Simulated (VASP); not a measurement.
**Be: single point with r2SCAN**

The system is Be.

```
Be
1.0
     0.00000    2.53007    2.53007
     2.53007    0.00000    2.53007
     2.53007    2.53007    0.00000
Be
2
Direct
  0.12500 0.12500 0.12500
  0.87500 0.87500 0.87500
```

This cell differs from its parent crystal: volume scaled by 1.08.

| Quantity | Value |
| --- | --- |
| Program | VASP 6.6.1 |
| Task | single point |
| Functional | r2SCAN |
| Potentials or basis | VASP PAW PBE potentials, release 64 (Be) |
| Cutoff | 520 eV |
| k mesh | 12 × 12 × 12 |
| Occupations | fermi-dirac, width 0.1 eV |
| Spin | no spin polarisation |
| Dipole correction | no |
| Further INCAR settings | ALGO = Normal; EDIFF = 1e-07; NBANDS = 9 |

```json
{"Pressure": "-2.9 GPa", "Band gap on the k mesh": "zero (band 2 reaches 6.24 eV, above the bottom of band 3 at 0.12 eV)"}
```

Levels at points of the mesh, in eV from the Fermi level:
| k point | band 1 | band 2 | band 3 | band 4 | band 5 | band 6 | band 7 |
| --- | --- | --- | --- | --- | --- | --- | --- |
| (0.00, 0.00, 0.00) | -7.49 | 4.88 | 4.88 | 4.88 | 7.35 | 7.35 | 7.35 |
| (0.50, 0.00, 0.00) | -3.96 | -3.43 | 3.12 | 3.12 | 8.53 | 8.53 | 10.13 |
| (0.50, 0.50, 0.00) | -2.53 | -2.53 | 0.81 | 0.81 | 6.24 | 6.24 | 15.37 |

Run time: 73 s on 1 thread of Intel(R) Xeon(R) 6975P-C (Granite Rapids), on a shared host, peak memory 0.16 GiB.

Caveat: the PAW data sets were made with another functional, which shifts forces and pressure a little.
